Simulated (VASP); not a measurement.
# Hg (R-3m) in VASP: further runs, part 2 of 4

VASP 6.6.1. Earlier steps stand in the parts before.

## 3. Relaxation of shape and atoms at fixed volume, PBE (28.46 Å³/atom)

This run uses another cell than the first one, of 28.46 Å³/atom.

File INCAR:

```
PREC = Accurate
ENCUT = 600
EDIFF = 1E-6
ISMEAR = 0
SIGMA = 0.1
LREAL = False
LASPH = True
NELM = 60
ALGO = Fast
ISIF = 4
LWAVE = False
LCHARG = False
GGA = PE
IBRION = 2
NSW = 50
EDIFFG = -0.01
```

File KPOINTS:

```
regular mesh
0
Gamma
  15 15 15
```

File POSCAR:

```
Hg
1.0
    2.0004578735      1.1549648917      2.0532029292
   -2.0004578735      1.1549648917      2.0532029292
    0.0000000000     -2.3099297835      2.0532029292
Hg
1
Direct
    0.0000000000      0.0000000000      0.0000000000
```

Potentials or basis: VASP PAW PBE potentials, release 64 (Hg).

Started as:

```
cat potpaw_PBE.64/Hg/POTCAR > POTCAR
mpirun -np 1 vasp_std > vasp.out
```

OUTCAR:

```text
PREC = Accurate
   ENCUT = 600
   EDIFF = 1E-6
   ISMEAR = 0
   LREAL = False
   LASPH = True
   NELM = 60
   ISIF = 4
   GGA = PE
   IBRION = 2
   NSW = 50
   EDIFFG = -0.01

 ion  position               nearest neighbor table
   1  0.000  0.000  0.000-

  LATTYP: Found a trigonal (rhomboedric) cell.
 ALAT       =     3.0905368261
 COS(alpha) =     0.1620444720

  Lattice vectors:

 A1 = (   2.0004578735,   1.1549648917,   2.0532029292)
 A2 = (  -2.0004578735,   1.1549648917,   2.0532029292)
 A3 = (   0.0000000000,  -2.3099297835,   2.0532029292)

Analysis of symmetry for initial positions (statically):
=====================================================================
 Subroutine PRICEL returns:
 Original cell was already a primitive cell.

 Routine SETGRP: Setting up the symmetry group for a
 trigonal (rhombohedral) supercell.

 Subroutine GETGRP returns: Found 12 space group operations
 (whereof 12 operations were pure point group operations)
 out of a pool of 12 trial point group operations.

The static configuration has the point symmetry D_3d.

Analysis of symmetry for dynamics (positions and initial velocities):
=====================================================================
 Subroutine PRICEL returns:
 Original cell was already a primitive cell.

 Routine SETGRP: Setting up the symmetry group for a
 trigonal (rhombohedral) supercell.

 Subroutine GETGRP returns: Found 12 space group operations
 (whereof 12 operations were pure point group operations)
 out of a pool of 12 trial point group operations.

The dynamic configuration has the point symmetry D_3d.

 Subroutine INISYM returns: Found 12 space group operations
 (whereof 12 operations are pure point group operations),
 and found     1 'primitive' translations

----------------------------------------------------------------------------------------

                                     Primitive cell

  volume of cell :      28.4630

  direct lattice vectors                    reciprocal lattice vectors
     2.000457873  1.154964892  2.053202929     0.249942779  0.144304531  0.162347973
    -2.000457873  1.154964892  2.053202929    -0.249942779  0.144304531  0.162347973
     0.000000000 -2.309929783  2.053202929     0.000000000 -0.288609061  0.162347973

  length of vectors
     3.090536826  3.090536826  3.090536826     0.331137516  0.331137516  0.331137516

  position of ions in fractional coordinates (direct lattice)
     0.000000000  0.000000000  0.000000000

  ion indices of the primitive-cell ions
   primitive index   ion index
                 1           1

----------------------------------------------------------------------------------------

 KPOINTS: regular mesh

Automatic generation of k-mesh.
 Grid dimensions read from file:
 generate k-points for:   15   15   15

 Generating k-lattice:

  Cartesian coordinates                     Fractional coordinates (reciprocal lattice)
     0.016662852  0.009620302  0.010823198     0.066666667 -0.000000000  0.000000000
[... 48 lines left out ...]
   NGXF,Y,Z  is equivalent  to a cutoff of  30.12, 30.12, 30.12 a.u.
 SYSTEM =  unknown system
   PREC   = accura    normal or accurate (medium, high low for compatibility)
   ISTART =      0    job   : 0-new  1-cont  2-samecut
   ICHARG =      2    charge: 1-file 2-atom 10-const
   ISPIN  =      1    spin polarized calculation?
   LNONCOLLINEAR =      F non collinear calculations
   LSORBIT =      F    spin-orbit coupling
   LASPH  =      T    aspherical Exc in radial PAW
   ENCUT  =  600.0 eV  44.10 Ry    6.64 a.u.   6.17  6.17  6.17*2*pi/ulx,y,z
   NELM   =     60;   NELMIN=  2; NELMDL= -5     # of ELM steps
   EDIFF  = 0.1E-05   stopping-criterion for ELM
   LREAL  =      F    real-space projection
   EDIFFG = -.1E-01   stopping-criterion for IOM
   NSW    =     50    number of steps for IOM
   IBRION =      2    ionic relax: 0-MD 1-quasi-New 2-CG
   NFREE  =      1    steps in history (QN), initial steepest desc. (CG)
   ISIF   =      4    stress and relaxation
   ISYM   =      2    0-nonsym 1-usesym 2-fastsym
   POTIM  = 0.5000    time-step for ionic-motion
   TEBEG  =    0.0;   TEEND  =   0.0 temperature during run
   PSTRESS=    0.0 pullay stress
   NELECT =      12.0000    total number of electrons
   NUPDOWN=      -1.0000    fix difference up-down
   EMIN   =  10.00;   EMAX   =-10.00  energy-range for DOS
   EFERMI =   0.00;   METHOD = LEGACY
   ISMEAR =     0;   SIGMA  =   0.10  broadening in eV -4-tet -1-fermi 0-gaus
   EFERMI_NEDOS =   21; number of points for ismear=-14 and -15
   IALGO  =     68    algorithm
   IMIX   =      4    mixing-type and parameters
     AMIX     =   0.40;   BMIX     =  1.00
     AMIX_MAG =   1.60;   BMIX_MAG =  1.00
  volume/ion in A,a.u.               =      28.46       192.08
  Fermi-wavevector in a.u.,A,eV,Ry     =   1.227556  2.319745 20.502549  1.506895
  Thomas-Fermi vector in A             =   2.362515
   LORBIT       =      0    0 simple, 1 ext, 2 COOP (PROOUT), +10 PAW based schemes
   GGA     = PE    functional components
   LHFCALC =     F    Hartree Fock is set to
   AEXX    =    0.0000 exact exchange contribution
   IVDW    =     0    specifies the selected vdW correction
   LEPSILON=     F    determine dielectric tensor
   LRPA    =     F    only Hartree local field effects (RPA)
 conjugate gradient relaxation of ions
 non-spin polarized calculation
 RMM-DIIS sequential band-by-band and
 Gauss-broadening in eV      SIGMA  =   0.10
  energy-cutoff  :      600.00
  volume of cell :       28.46
 maximum number of plane-waves:       962
 NGX is ok and might be reduce to    28
   NGX = 13   NGY = 13   NGZ = 13

--------------------------------------- Ionic step        1  -------------------------------------------

 number of electron      11.9999999 magnetization

 Free energy of the ion-electron system (eV)
  ---------------------------------------------------
  ext. energy  EPLUGINS =         0.00000000
  ---------------------------------------------------
  free energy    TOTEN  =        -0.16373501 eV

  energy without entropy =       -0.16241973  energy(sigma->0) =       -0.16307737

------------------------ aborting loop because EDIFF is reached ----------------------------------------

  FORCE on cell =-STRESS in cart. coord.  units (eV):
  Direction    XX          YY          ZZ          XY          YZ          ZX
  --------------------------------------------------------------------------------------
  -------------------------------------------------------------------------------------
  Total        0.1333261      0.1333261      0.1783390      0.0000000     -0.0000000      0.0000000
  in kB        7.5048916      7.5048916     10.0386558      0.0000000     -0.0000000      0.0000000
  external PRESSURE =       8.3494797 kB  Pullay stress =       0.0000000 kB
[... 92 lines left out ...]
--------------------------------------- Ionic step        4  -------------------------------------------

 number of electron      11.9999999 magnetization

 Free energy of the ion-electron system (eV)
  ---------------------------------------------------
  ext. energy  EPLUGINS =         0.00000000
  ---------------------------------------------------
  free energy    TOTEN  =        -0.16410552 eV

  energy without entropy =       -0.16304522  energy(sigma->0) =       -0.16357537

 E-fermi :   1.5605     XC(G=0):  -9.7796

 val. band max:        1.5374391608   @ k =  -0.4667   0.4667   0.0000
 cond. band min:       1.5619120932   @ k =  -0.4667   0.4667   0.2000
 fundamental gap:      0.0244729324
 Fermi energy:         1.5604919571

 k-point     1 :       0.0000    0.0000    0.0000
  band No.  band energies     occupation
      1      -6.3995      2.00000
      2      -5.9900      2.00000
      3      -5.9900      2.00000
      4      -4.4313      2.00000
      5      -4.4313      2.00000
      6      -4.3928      2.00000
      7      11.6591      0.00000
      8      11.6591      0.00000
      9      11.9245      0.00000
     10      15.1921      0.00000
[... 287 lines left out ...]
 k-point    24 :       0.2000    0.1333    0.0000
  band No.  band energies     occupation
      1      -5.9697      2.00000
      2      -5.6719      2.00000
      3      -5.2728      2.00000
      4      -4.7263      2.00000
      5      -4.5328      2.00000
      6      -4.4613      2.00000
      7       8.0088      0.00000
      8      10.6234      0.00000
      9      12.2976      0.00000
     10      16.6081      0.00000

 [... further k-points ...]

------------------------ aborting loop because EDIFF is reached ----------------------------------------

  FORCE on cell =-STRESS in cart. coord.  units (eV):
  Direction    XX          YY          ZZ          XY          YZ          ZX
  --------------------------------------------------------------------------------------
  -------------------------------------------------------------------------------------
  Total        0.1278437      0.1278437      0.1317886      0.0000000     -0.0000000     -0.0000000
  in kB        7.1962896      7.1962896      7.4183452      0.0000000     -0.0000000     -0.0000000
  external PRESSURE =       7.2703081 kB  Pullay stress =       0.0000000 kB
[... 16 lines left out ...]
  FREE ENERGIE OF THE ION-ELECTRON SYSTEM (eV)
  ---------------------------------------------------
  free  energy   TOTEN  =        -0.1641055164 eV

  energy  without entropy=       -0.1630452155  energy(sigma->0) =       -0.16357537

 reached required accuracy - stopping structural energy minimisation
```

OSZICAR:

```text
N       E                     dE             d eps       ncg     rms          rms(c)
DAV:   1     0.771840632301E+02    0.77184E+02   -0.70557E+03  7080   0.126E+03
DAV:   2     0.111184303577E+01   -0.76072E+02   -0.71802E+02  7098   0.258E+02
DAV:   3    -0.189188247294E+00   -0.13010E+01   -0.13003E+01  7664   0.406E+01
[... 24 lines left out ...]
RMM:   2    -0.166182274073E+00    0.40655E-02   -0.14725E-03  6880   0.445E-01    0.234E-01
RMM:   3    -0.164094278494E+00    0.20880E-02   -0.20401E-03  6880   0.455E-01    0.556E-02
RMM:   4    -0.164102116483E+00   -0.78380E-05   -0.53612E-05  6880   0.889E-02    0.388E-02
RMM:   5    -0.164105881773E+00   -0.37653E-05   -0.35134E-06  5820   0.217E-02    0.644E-03
RMM:   6    -0.164105516408E+00    0.36536E-06   -0.73788E-07  4155   0.957E-03
   4 F= -.16410552E+00 E0= -.16357537E+00  d E =-.370506E-03
```

Run time: 86 s. Hardware: 1 thread of Intel Xeon 6975P-C (Granite Rapids), shared host; peak memory 0.26 GiB.

Results:

```yaml
Free_energy: -0.1641 eV
Energy_gained_by_relaxing: 0.4 meV/atom
Ionic_steps: 4
Pressure_after_relaxing: 0.7 GPa
Band_gap_on_the_k_mesh: zero (bands 6 and 7 overlap by 3.08 eV)
```

Step by step:
| step | energy change (eV) | largest force (eV/Å) | pressure (GPa) | volume (Å³) |
| --- | --- | --- | --- | --- |
| 1 | 0.0000 | 0.0000 | 0.83 | 28.46 |
| 2 | -0.0001 | 0.0000 | 0.80 | 28.46 |
| 3 | -0.0002 | 0.0000 | 0.77 | 28.46 |
| 4 | -0.0004 | 0.0000 | 0.73 | 28.46 |

Final structure:
```yaml
crystal:
  lattice:
    - [1.98608, 1.14666, 2.08304]
    - [-1.98608, 1.14666, 2.08304]
    - [0.00000, -2.29333, 2.08304]
  atoms:
    - { symbol: Hg, position: [0.00000, 0.00000, 0.00000] }
```

Caveat: spin-orbit coupling is left out, which moves the levels of the heavy elements.

(Continued in part 3 of 4.)

The gap in the log of VASP goes by the Fermi energy; the results here count the filled bands.